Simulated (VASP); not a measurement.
# Re in VASP: notebook

Runs on Re. Level: PBE. Tasks: single point.

Program: VASP 6.6.1. These are calculated values, not measurements. Logs are shortened: lines on timing, memory, paths and dates and some standing lists are left out, and cuts for length are marked.

## Step 1: The cell of the first run

The structure is cubic, space group Fm-3m (No. 225). Conventional cell: a = 4.042 Å, b = 4.042 Å, c = 4.042 Å, α = 90.00°, β = 90.00°, γ = 90.00°. Re (site symmetry m-3m) has 12 Re at 2.86 Å within 3.8 Å.

This isn't the form of Re at room conditions, which is hcp.

## Step 2: Single point, PBE (strained)

INCAR

```
PREC = Accurate ; ENCUT = 520
EDIFF = 1E-6 ; ISMEAR = 0
SIGMA = 0.1 ; LREAL = False
LASPH = True ; NELM = 100
ALGO = Fast ; ISIF = 2
LWAVE = False ; LCHARG = False
GGA = PE ; NBANDS = 10
```

KPOINTS

```
Automatic mesh
0
Gamma
  18 18 18
```

POSCAR

```
Re
1.0
    0.0000000000      2.0207607500      2.0207607500
    2.0207607500      0.0000000000      2.0207607500
    2.0207607500      2.0207607500      0.0000000000
Re
1
Direct
    0.0000000000      0.0000000000      0.0000000000
```

Potentials or basis: VASP PAW PBE potentials, release 64 (Re).

On the command line:

```bash
cat potpaw_PBE.64/Re/POTCAR > POTCAR
mpirun -np 1 vasp_std > vasp.out
```

OUTCAR:

```text
PREC = Accurate
   ENCUT = 520
   EDIFF = 1E-6
   ISMEAR = 0
   LREAL = False
   LASPH = True
   NELM = 100
   ISIF = 2
   GGA = PE

 ion  position               nearest neighbor table
   1  0.000  0.000  0.000-

  LATTYP: Found a face centered cubic cell.
 ALAT       =     4.0415215000

  Lattice vectors:

 A1 = (   0.0000000000,   2.0207607500,   2.0207607500)
 A2 = (   2.0207607500,   0.0000000000,   2.0207607500)
 A3 = (   2.0207607500,   2.0207607500,   0.0000000000)

Analysis of symmetry for initial positions (statically):
=====================================================================
 Subroutine PRICEL returns:
 Original cell was already a primitive cell.

 Routine SETGRP: Setting up the symmetry group for a
 face centered cubic supercell.

 Subroutine GETGRP returns: Found 48 space group operations
 (whereof 48 operations were pure point group operations)
 out of a pool of 48 trial point group operations.

The static configuration has the point symmetry O_h .

Analysis of symmetry for dynamics (positions and initial velocities):
=====================================================================
 Subroutine PRICEL returns:
 Original cell was already a primitive cell.

 Routine SETGRP: Setting up the symmetry group for a
 face centered cubic supercell.

 Subroutine GETGRP returns: Found 48 space group operations
 (whereof 48 operations were pure point group operations)
 out of a pool of 48 trial point group operations.

The dynamic configuration has the point symmetry O_h .

 Subroutine INISYM returns: Found 48 space group operations
 (whereof 48 operations are pure point group operations),
 and found     1 'primitive' translations

----------------------------------------------------------------------------------------

                                     Primitive cell

  volume of cell :      16.5034

  direct lattice vectors                    reciprocal lattice vectors
     0.000000000  2.020760750  2.020760750    -0.247431568  0.247431568  0.247431568
     2.020760750  0.000000000  2.020760750     0.247431568 -0.247431568  0.247431568
     2.020760750  2.020760750  0.000000000     0.247431568  0.247431568 -0.247431568

  length of vectors
     2.857787259  2.857787259  2.857787259     0.428564046  0.428564046  0.428564046

  position of ions in fractional coordinates (direct lattice)
     0.000000000  0.000000000  0.000000000

  ion indices of the primitive-cell ions
   primitive index   ion index
                 1           1

----------------------------------------------------------------------------------------

 KPOINTS: Automatic mesh

Automatic generation of k-mesh.
 Grid dimensions read from file:
 generate k-points for:   18   18   18

 Generating k-lattice:

  Cartesian coordinates                     Fractional coordinates (reciprocal lattice)
    -0.013746198  0.013746198  0.013746198     0.055555556  0.000000000  0.000000000
     0.013746198 -0.013746198  0.013746198     0.000000000  0.055555556  0.000000000
     0.013746198  0.013746198 -0.013746198     0.000000000  0.000000000  0.055555556

  Length of vectors
     0.023809114  0.023809114  0.023809114

  Shift w.r.t. Gamma in fractional coordinates (k-lattice)
     0.000000000  0.000000000  0.000000000

 Subroutine IBZKPT returns following result:
 ===========================================

 Found    195 irreducible k-points:

 Following reciprocal coordinates:
            Coordinates               Weight
  0.000000  0.000000  0.000000      1.000000
  0.055556  0.000000  0.000000      8.000000
  0.111111  0.000000  0.000000      8.000000
  0.166667  0.000000  0.000000      8.000000
  0.222222  0.000000  0.000000      8.000000
  0.277778  0.000000  0.000000      8.000000
[... 16 lines left out ...]
 -0.277778  0.055556  0.000000     24.000000
 -0.222222  0.055556  0.000000     24.000000
 [... further k-points ...]
   k-points           NKPTS =    195   k-points in BZ     NKDIM =    195   number of bands    NBANDS=     10
   number of dos      NEDOS =    301   number of ions     NIONS =      1
   total plane-waves  NPLWV =  13824
   dimension x,y,z NGX =    24 NGY =   24 NGZ =   24
   dimension x,y,z NGXF=    48 NGYF=   48 NGZF=   48
   ions per type =               1
   NGX,Y,Z   is equivalent  to a cutoff of  13.96, 13.96, 13.96 a.u.
   NGXF,Y,Z  is equivalent  to a cutoff of  27.92, 27.92, 27.92 a.u.
 SYSTEM =  unknown system
   PREC   = accura    normal or accurate (medium, high low for compatibility)
   ISTART =      0    job   : 0-new  1-cont  2-samecut
   ICHARG =      2    charge: 1-file 2-atom 10-const
   ISPIN  =      1    spin polarized calculation?
   LNONCOLLINEAR =      F non collinear calculations
   LSORBIT =      F    spin-orbit coupling
   LASPH  =      T    aspherical Exc in radial PAW
   ENCUT  =  520.0 eV  38.22 Ry    6.18 a.u.   5.31  5.31  5.31*2*pi/ulx,y,z
   NELM   =    100;   NELMIN=  2; NELMDL= -5     # of ELM steps
   EDIFF  = 0.1E-05   stopping-criterion for ELM
   LREAL  =      F    real-space projection
   EDIFFG = 0.1E-04   stopping-criterion for IOM
   NSW    =      0    number of steps for IOM
   IBRION =     -1    ionic relax: 0-MD 1-quasi-New 2-CG
   NFREE  =      0    steps in history (QN), initial steepest desc. (CG)
   ISIF   =      2    stress and relaxation
   ISYM   =      2    0-nonsym 1-usesym 2-fastsym
   POTIM  = 0.5000    time-step for ionic-motion
   TEBEG  =    0.0;   TEEND  =   0.0 temperature during run
   PSTRESS=    0.0 pullay stress
   NELECT =       7.0000    total number of electrons
   NUPDOWN=      -1.0000    fix difference up-down
   EMIN   =  10.00;   EMAX   =-10.00  energy-range for DOS
   EFERMI =   0.00;   METHOD = LEGACY
   ISMEAR =     0;   SIGMA  =   0.10  broadening in eV -4-tet -1-fermi 0-gaus
   EFERMI_NEDOS =   21; number of points for ismear=-14 and -15
   IALGO  =     68    algorithm
   IMIX   =      4    mixing-type and parameters
     AMIX     =   0.40;   BMIX     =  1.00
     AMIX_MAG =   1.60;   BMIX_MAG =  1.00
  volume/ion in A,a.u.               =      16.50       111.37
  Fermi-wavevector in a.u.,A,eV,Ry     =   1.230031  2.324421 20.585281  1.512976
  Thomas-Fermi vector in A             =   2.364895
   LORBIT       =      0    0 simple, 1 ext, 2 COOP (PROOUT), +10 PAW based schemes
   GGA     = PE    functional components
   LHFCALC =     F    Hartree Fock is set to
   AEXX    =    0.0000 exact exchange contribution
   IVDW    =     0    specifies the selected vdW correction
   LEPSILON=     F    determine dielectric tensor
   LRPA    =     F    only Hartree local field effects (RPA)
 non-spin polarized calculation
 RMM-DIIS sequential band-by-band and
 Gauss-broadening in eV      SIGMA  =   0.10
  energy-cutoff  :      520.00
  volume of cell :       16.50
 maximum number of plane-waves:       459
 NGX is ok and might be reduce to    24
   NGX = 11   NGY = 11   NGZ = 11

 number of electron       7.0000000 magnetization

 Free energy of the ion-electron system (eV)
  ---------------------------------------------------
  ext. energy  EPLUGINS =         0.00000000
  ---------------------------------------------------
  free energy    TOTEN  =       -12.21531981 eV

  energy without entropy =      -12.21037444  energy(sigma->0) =      -12.21284712

 E-fermi :   6.7634     XC(G=0): -13.1057

 val. band max:        6.7609633950   @ k =  -0.4444   0.3889   0.0000
 cond. band min:       6.8132652004   @ k =  -0.4444   0.2778   0.1111
 fundamental gap:      0.0523018054
 Fermi energy:         6.7634438634

 k-point     1 :       0.0000    0.0000    0.0000
  band No.  band energies     occupation
      1      -2.5417      2.00000
      2       5.1489      2.00000
      3       5.1489      2.00000
      4       5.1489      2.00000
      5       7.8201      0.00000
      6       7.8201      0.00000
      7      20.5699      0.00000
      8      25.5889      0.00000
      9      25.5889      0.00000
     10      29.6421      0.00000

 k-point     2 :       0.0556    0.0000    0.0000
  band No.  band energies     occupation
      1      -2.4152      2.00000
      2       5.0666      2.00000
      3       5.2072      2.00000
      4       5.2072      2.00000
      5       7.7767      0.00000
      6       7.7767      0.00000
      7      20.8087      0.00000
      8      24.8865      0.00000
      9      25.8116      0.00000
     10      25.8116      0.00000

 k-point     3 :       0.1111    0.0000    0.0000
  band No.  band energies     occupation
      1      -2.0475      2.00000
      2       4.8516      2.00000
      3       5.3593      2.00000
      4       5.3593      2.00000
      5       7.6807      0.00000
      6       7.6807      0.00000
      7      21.4613      0.00000
      8      23.5731      0.00000
      9      26.4582      0.00000
     10      26.4582      0.00000

 k-point     4 :       0.1667    0.0000    0.0000
  band No.  band energies     occupation
      1      -1.4776      2.00000
      2       4.5908      2.00000
      3       5.5270      2.00000
      4       5.5270      2.00000
      5       7.6371      0.00000
      6       7.6371      0.00000
      7      21.9313      0.00000
      8      22.6504      0.00000
      9      27.4680      0.00000
     10      27.4699      0.00000
[... 222 lines left out ...]
 k-point    22 :      -0.3333    0.0556    0.0000
  band No.  band energies     occupation
      1       0.5933      2.00000
      2       4.9846      2.00000
      3       5.1814      2.00000
      4       5.3276      2.00000
      5       8.6227      0.00000
      6       9.4869      0.00000
      7      17.8279      0.00000
      8      21.6530      0.00000
      9      26.6310      0.00000
     10      28.5437      0.00000

 k-point    23 :      -0.2778    0.0556    0.0000
  band No.  band energies     occupation
      1       0.1885      2.00000
      2       4.4466      2.00000
      3       5.3834      2.00000
      4       5.5183      2.00000
      5       7.9846      0.00000
      6       8.8910      0.00000
      7      19.2207      0.00000
      8      22.7697      0.00000
      9      27.6416      0.00000
     10      30.4660      0.00000

 k-point    24 :      -0.2222    0.0556    0.0000
  band No.  band energies     occupation
      1      -0.4448      2.00000
      2       4.2956      2.00000
      3       5.5473      2.00000
      4       5.6657      2.00000
      5       7.4911      0.00000
      6       8.3581      0.00000
      7      20.5036      0.00000
      8      23.4219      0.00000
      9      27.8004      0.00000
     10      28.8904      0.00000

 [... further k-points ...]

------------------------ aborting loop because EDIFF is reached ----------------------------------------

  FORCE on cell =-STRESS in cart. coord.  units (eV):
  Direction    XX          YY          ZZ          XY          YZ          ZX
  --------------------------------------------------------------------------------------
  -------------------------------------------------------------------------------------
  Total       -2.9656907     -2.9656907     -2.9656907      0.0000000     -0.0000000     -0.0000000
  in kB     -287.9133107   -287.9133107   -287.9133107      0.0000000     -0.0000000     -0.0000000
  external PRESSURE =    -287.9133107 kB  Pullay stress =       0.0000000 kB

 VOLUME and BASIS-vectors are now :
 -----------------------------------------------------------------------------
  energy-cutoff  :      520.00
  volume of cell :       16.50
      direct lattice vectors                 reciprocal lattice vectors
     0.000000000  2.020760750  2.020760750    -0.247431568  0.247431568  0.247431568
     2.020760750  0.000000000  2.020760750     0.247431568 -0.247431568  0.247431568
     2.020760750  2.020760750  0.000000000     0.247431568  0.247431568 -0.247431568

 POSITION                                       TOTAL-FORCE (eV/Angst)
 -----------------------------------------------------------------------------------
      0.00000      0.00000      0.00000         0.000000      0.000000     -0.000000
 -----------------------------------------------------------------------------------
    total drift:                                0.000000     -0.000000     -0.000000

  FREE ENERGIE OF THE ION-ELECTRON SYSTEM (eV)
  ---------------------------------------------------
  free  energy   TOTEN  =       -12.2153198054 eV

  energy  without entropy=      -12.2103744431  energy(sigma->0) =      -12.21284712
```

Wall time 76 s (1 thread of Intel Xeon 8259CL, shared host); peak memory 0.16 GiB.

Results:

```
Free energy            : -12.2153 eV
Pressure               : -28.8 GPa
Band gap on the k mesh : zero (an odd number of electrons rules out a gap without spin polarisation)
```

Caveat: the cell differs from its parent crystal (strained); the cell stands under tension; spin-orbit coupling is left out, which moves the levels of the heavy elements.

## Step 3: Single point, PBE (strained)

INCAR

```
SYSTEM = Re
PREC = Accurate
ENCUT = 520
EDIFF = 1E-6
ISMEAR = 0
SIGMA = 0.1
LREAL = .FALSE.
LASPH = .TRUE.
NELM = 80
ALGO = Fast
ISIF = 2
LWAVE = .FALSE.
LCHARG = .FALSE.
GGA = PE
NBANDS = 10
```

KPOINTS

```
Automatic mesh
0
G
  18 18 18
  0 0 0
```

POSCAR

```
Re
1.0
    0.0000000000      2.0363830000      2.0363830000
    2.0363830000      0.0000000000      2.0363830000
    2.0363830000      2.0363830000      0.0000000000
Re
1
Direct
    0.0000000000      0.0000000000      0.0000000000
```

Potentials or basis: VASP PAW PBE potentials, release 64 (Re).

On the command line:

```bash
cat potpaw_PBE.64/Re/POTCAR > POTCAR
mpirun -np 1 vasp_std > vasp.out
```

Wall time 74 s (1 thread of Intel Xeon 8259CL, shared host); peak memory 0.16 GiB.

It converged, with:

```
Free energy            : -12.1403 eV
Pressure               : -33.8 GPa
Band gap on the k mesh : zero (an odd number of electrons rules out a gap without spin polarisation)
```

Levels at points of the mesh, in eV from the Fermi level:
```
           k point  band 2  band 3  band 4  band 5  band 6  band 7
(0.00, 0.00, 0.00)   -1.56   -1.56   -1.56    1.01    1.01   13.78
(0.50, 0.00, 0.00)   -1.72   -1.72    0.09    3.07    3.07    8.11
(0.50, 0.50, 0.00)   -4.91    2.33    3.02    3.66    3.66   10.71
```

Caveat: the cell differs from its parent crystal (strained); the cell stands under tension; spin-orbit coupling is left out, which moves the levels of the heavy elements.

## Step 4: Single point, PBE (the cell strained at random)

INCAR

```
SYSTEM = Re
ALGO = Fast ; EDIFF = 1E-6
ENCUT = 520 ; GGA = PE
ISIF = 2 ; ISMEAR = 0
LASPH = .True. ; LCHARG = .True.
LELF = .True. ; LREAL = .False.
LVHAR = .True. ; LWAVE = .False.
NBANDS = 10 ; NELM = 80
PREC = Accurate ; SIGMA = 0.1
```

KPOINTS

```
k-points
0
Gamma
  16 16 16
  0 0 0
```

POSCAR

```
Re
1.0
    0.0177157500      2.0283842500      2.0272980000
    2.0181735000     -0.0022515000      2.0472652500
    1.9988777500      2.0290557500      0.0170442500
Re
1
Direct
    0.0000000000      0.0000000000      0.0000000000
```

On the command line:

```bash
cat potpaw_PBE.64/Re/POTCAR > POTCAR
mpirun -np 1 vasp_std > vasp.out
```

Run time: 6.7 min. Hardware: 1 thread of Intel Xeon 8259CL, shared host; peak memory 0.45 GiB.

The run converged. Its results:

```yaml
Free_energy: -12.2216 eV
Pressure: -28.4 GPa
Band_gap_on_the_k_mesh: zero (an odd number of electrons rules out a gap without spin polarisation)
```

Stress tensor (GPa, compression positive):
```
-25.73   0.14  -3.32
  0.14 -29.83   0.24
 -3.32   0.24 -29.64
```

Levels at points of the mesh, in eV from the Fermi level:
| k point | band 1 | band 2 | band 3 | band 4 | band 5 | band 6 | band 7 | band 8 | band 9 |
| --- | --- | --- | --- | --- | --- | --- | --- | --- | --- |
| (0.00, 0.00, 0.00) | -9.36 | -1.80 | -1.73 | -1.44 | 0.91 | 1.15 | 13.76 | 18.54 | 18.66 |
| (0.50, 0.00, 0.00) | -6.09 | -1.96 | -1.73 | 0.16 | 3.07 | 3.31 | 8.54 | 13.17 | 18.55 |
| (0.00, 0.50, 0.00) | -6.14 | -1.97 | -1.60 | -0.03 | 3.06 | 3.20 | 8.26 | 13.33 | 18.71 |
| (0.50, 0.50, 0.00) | -5.92 | -5.12 | 2.27 | 3.10 | 3.68 | 3.88 | 10.98 | 11.38 | 11.55 |
| (0.00, 0.00, 0.50) | -6.09 | -1.94 | -1.75 | 0.15 | 3.06 | 3.32 | 8.53 | 13.18 | 18.58 |
| (0.50, 0.00, 0.50) | -5.92 | -5.12 | 2.26 | 3.12 | 3.68 | 3.87 | 10.95 | 11.14 | 11.80 |
| (0.00, 0.50, 0.50) | -5.89 | -5.14 | 2.55 | 3.08 | 3.78 | 3.81 | 11.19 | 11.24 | 11.31 |
| (0.50, 0.50, 0.50) | -6.13 | -1.99 | -1.59 | -0.01 | 3.06 | 3.21 | 8.29 | 13.31 | 18.66 |

Caveat: the cell differs from its parent crystal (the cell strained at random); the cell stands under tension; spin-orbit coupling is left out, which moves the levels of the heavy elements.

## Step 5: The runs side by side

```csv
cell,k mesh,gap on the mesh (eV),pressure (GPa)
"a = 2.858 Å, angles 60.0°, 1 atom",18 × 18 × 18,none,-28.8
"a = 2.880 Å, angles 60.0°, 1 atom",18 × 18 × 18,none,-33.8
"a = 2.868, b = 2.875, c = 2.848 Å, angles 60.2, 59.2, 59.5°, 1 atom",16 × 16 × 16,none,-28.4
```

Alike in all rows: task single point; level PBE; potentials or basis VASP PAW PBE potentials, release 64 (Re); no spin polarisation; cutoff (eV) 520; smearing gaussian 0.1 eV.

Caveats: the cell stands under tension; spin-orbit coupling is left out, which moves the levels of the heavy elements.

Total energies depend on the potentials used, so only differences within one code and one set of settings carry meaning.
